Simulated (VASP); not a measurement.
A run of VASP 6.6.1 is set up as follows.

File INCAR:

```
  PREC = Accurate
  ENCUT = 520
  EDIFF = 1E-7
  ISMEAR = 0
  SIGMA = 0.05
  LREAL = F
  LASPH = T
  NELM = 60
  ALGO = Normal
  ISIF = 2
  LWAVE = F
  LCHARG = F
  LDIPOL = T
  IDIPOL = 3
  DIPOL = 0.5 0.5 0.500
  GGA = PE
  NBANDS = 46
```

KPOINTS

```
Automatic mesh
0
Gamma
  9 9 1
```

File POSCAR:

```
InP
1.0
    4.2144047878      0.0000000000      0.0000000000
   -2.1072023939      3.6497816080      0.0000000000
    0.0000000000      0.0000000000     26.1834030746
P In
4 4
Direct
    0.0000000000      0.0000000000      0.2864409939
    0.3333333333      0.6666666667      0.4178619207
    0.6666666667      0.3333333333      0.5492828476
    0.0000000000      0.0000000000      0.6807037744
    0.3333333333      0.6666666667      0.3192962256
    0.6666666667      0.3333333333      0.4507171524
    0.0000000000      0.0000000000      0.5821380793
    0.3333333333      0.6666666667      0.7135590061
```

Potentials or basis: VASP PAW PBE potentials, release 64 (P, In_d).

Run with:

```console
$ cat potpaw_PBE.64/P/POTCAR potpaw_PBE.64/In_d/POTCAR > POTCAR
$ mpirun -np 1 vasp_std > vasp.out
```

Predict the band gap on the k mesh.

zero (bands 36 and 37 overlap by 0.28 eV).

Predict the largest force.

0.510 eV/Å.

Forces in eV/Å, atoms in the order of the input:
```
P    0.000  0.000  0.126
P    0.000  0.000  0.510
P    0.000  0.000  0.338
P    0.000  0.000  0.447
In   0.000  0.000 -0.495
In   0.000  0.000 -0.391
In   0.000  0.000 -0.414
In   0.000  0.000 -0.121
```

Caveat: spin-orbit coupling is left out, which moves the levels of the heavy elements.
